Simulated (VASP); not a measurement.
A run of VASP 6.6.1:

Contents of INCAR:

```
SYSTEM = Ca
  ALGO = Normal
  EDIFF = 1E-6
  EDIFFG = -0.002
  ENCUT = 600
  IBRION = 2
  ISIF = 3
  ISMEAR = -1
  LASPH = .TRUE.
  LCHARG = .FALSE.
  LREAL = .FALSE.
  LWAVE = .FALSE.
  NELM = 100
  NSW = 100
  PREC = Accurate
  SIGMA = 0.1
```

File KPOINTS:

```
k-points
0
G
  10 10 6
  0 0 0
```

The input POSCAR:

```
Ca
1.0
    3.9800000000      0.0000000000      0.0000000000
   -1.9900000000      3.4467811071      0.0000000000
    0.0000000000      0.0000000000      6.5200000000
Ca
2
Direct
    0.3333333333      0.6666666667      0.2500000000
    0.6666666667      0.3333333333      0.7500000000
```

Potentials or basis: VASP PAW LDA potentials, release 64 (Ca_sv).

The run is started by

```sh
$ cat potpaw_LDA.64/Ca_sv/POTCAR > POTCAR
$ mpirun -np 1 vasp_std > vasp.out
```

Hardware: 1 thread of Intel(R) Xeon(R) 6975P-C (Granite Rapids), with other jobs on the host.

Problem. Estimate the wall time of this run.

Solution. It took 3 min on 1 thread of Intel(R) Xeon(R) 6975P-C (Granite Rapids), with other jobs on the host, peak memory 0.24 GiB. Counts: scf iterations 63, k points 56, ion steps 9.
